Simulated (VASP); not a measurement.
Here is a VASP 6.6.1 calculation.

INCAR

```
SYSTEM = Y
PREC = Accurate ; ENCUT = 500
EDIFF = 1E-7 ; ISMEAR = -1
SIGMA = 0.05 ; LREAL = .FALSE.
LASPH = .TRUE. ; NELM = 120
ALGO = Normal ; ISIF = 3
LWAVE = .FALSE. ; LCHARG = .FALSE.
GGA = PS ; IBRION = 2
NSW = 80 ; EDIFFG = -0.02
PSTRESS = 200.0 ; GGA_COMPAT = .FALSE.
NELMIN = 4
```

File KPOINTS:

```
Automatic mesh
0
G
  15 15 15
  0 0 0
```

POSCAR

```
Y
1.0
   -2.0200000000      2.0200000000      2.0200000000
    2.0200000000     -2.0200000000      2.0200000000
    2.0200000000      2.0200000000     -2.0200000000
Y
1
Direct
    0.0000000000      0.0000000000      0.0000000000
```

Potentials or basis: VASP PAW PBE potentials, release 64 (Y_sv).

The run is started by

```console
$ cat potpaw_PBE.64/Y_sv/POTCAR > POTCAR
$ mpirun -np 1 vasp_std > vasp.out
```

Task: Predict the relaxed volume.

Result: 22.91 Å³/atom.

Task: Estimate the band gap on the k mesh.

Result: Zero (an odd number of electrons rules out a gap without spin polarisation).

Task: Predict the space group after relaxing (to 0.1 Å).

Result: Im-3m (No. 229).

Task: What does it give for the relaxed cell?

Result: a = 3.099 Å, b = 3.099 Å, c = 3.099 Å, α = 109.47°, β = 109.47°, γ = 109.47°.

Step by step:
```tsv
step	energy change (eV)	largest force (eV/Å)	pressure (GPa)	volume (Å³)
1	0.0000	0.0000	-1.93	32.97
2	2.2942	0.0000	76.60	15.79
3	0.3472	0.0000	17.86	23.46
4	0.4009	0.0000	19.62	23.00
5	0.4228	0.0000	20.34	22.83
6	0.4047	0.0000	19.75	22.97
7	0.4125	0.0000	20.00	22.91
```

Caveat: the cell is relaxed towards a set pressure, so the run minimises the enthalpy, not the energy; the volume moved by over 15 % at a fixed basis, so the end points are rough; the PAW data sets were made with another functional, which shifts forces and pressure a little.
